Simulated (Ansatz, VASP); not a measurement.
One calculation of SiNi, two programs

```
Ni Si
1.0
     3.43378    0.00000    0.00000
    -1.71689    2.97374    0.00000
     0.00000    0.00000    4.73882
Ni Si
2 2
Direct
  0.00000 0.00000 0.00000
  0.00000 0.00000 0.50000
  0.33333 0.66667 0.25000
  0.66667 0.33333 0.75000
```

Change from the starting cell: volume scaled by 0.94, LAPW.

Alike in both runs: task single point; functional PBE; k mesh 11 × 11 × 6; occupations fermi-dirac, width 0.1 eV; no spin polarisation.

|  | VASP | Ansatz |
| --- | --- | --- |
| version | VASP 6.6.1 | Ansatz 0.2.0 |
| potentials or method | VASP PAW PBE potentials, release 64 (Ni, Si), cutoff 520 eV | all-electron LAPW, scalar-relativistic |

Ansatz gave:

| Quantity | Value |
| --- | --- |
| pressure (GPa) | 11.6 |
| traceless stress, the component that is largest in VASP (GPa) | -0.01 |

Estimate VASP's values.

pressure (GPa): 11.4; traceless stress, the component that is largest in VASP (GPa): 0.18.

Ansatz ran all-electron here, and VASP with PAW potentials.
